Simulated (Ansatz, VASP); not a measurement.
# One calculation of MgO, two programs

```xyz
4
Lattice="3.5917 0.0000 0.0000 -1.7958 3.1105 0.0000 0.0000 0.0000 4.4514" Properties=species:S:1:pos:R:3 pbc="T T T"
Mg    1.7959    1.0368    3.3385
Mg    0.0000    2.0737    1.1128
O     1.7959    1.0368    1.1128
O     0.0000    2.0737    3.3385
```

Alike in both runs: task single point; functional PBE; k mesh 9 × 9 × 6; occupations gaussian, width 0.05 eV; no spin polarisation.

|  | VASP | Ansatz |
| --- | --- | --- |
| version | VASP 6.6.1 | Ansatz 0.2.0 |
| potentials or method | VASP PAW PBE potentials, release 64 (Mg, O), cutoff 520 eV | scalar-relativistic, plane waves, PAW |
| valence electrons in the cell | 16 | 32 |

|  | VASP | Ansatz | Ansatz less VASP |
| --- | --- | --- | --- |
| gap on the k mesh at the Fermi level (eV) | 2.77 | 2.79 | +0.021 |
| least direct gap on the mesh (eV) | 2.77 | 2.79 | +0.021 |
| pressure (GPa) | -9.6 | -9.1 | +0.55 |
| traceless stress, the component that is largest in VASP (GPa) | -1.87 | -1.80 | +0.075 |

VASP's potentials hold 16 valence electrons a cell and Ansatz's 32, so a difference there can come from the potentials and not from the codes.
